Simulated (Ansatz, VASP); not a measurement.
One calculation of Hf, two programs

```
CELL_PARAMETERS angstrom
-2.73344 2.73344 1.48204
2.73344 -2.73344 1.48204
2.73344 2.73344 -1.48204
ATOMIC_POSITIONS crystal
Hf 0.62500 0.87500 0.75000
Hf 0.37500 0.12500 0.25000
```

Change from the starting cell: volume scaled by 0.95, LAPW.

Alike in both runs: task single point; functional PBE; k mesh 14 × 14 × 14; occupations fermi-dirac, width 0.05 eV; no spin polarisation.

|  | VASP | Ansatz |
| --- | --- | --- |
| version | VASP 6.6.1 | Ansatz 0.2.0 |
| potentials or method | VASP PAW PBE potentials, release 64 (Hf_pv), cutoff 520 eV | all-electron LAPW, scalar-relativistic |

```tsv
	VASP	Ansatz	Ansatz less VASP
pressure (GPa)	4.5	4.9	+0.41
```

Ansatz ran all-electron here, and VASP with PAW potentials.

Spin-orbit coupling is off throughout.
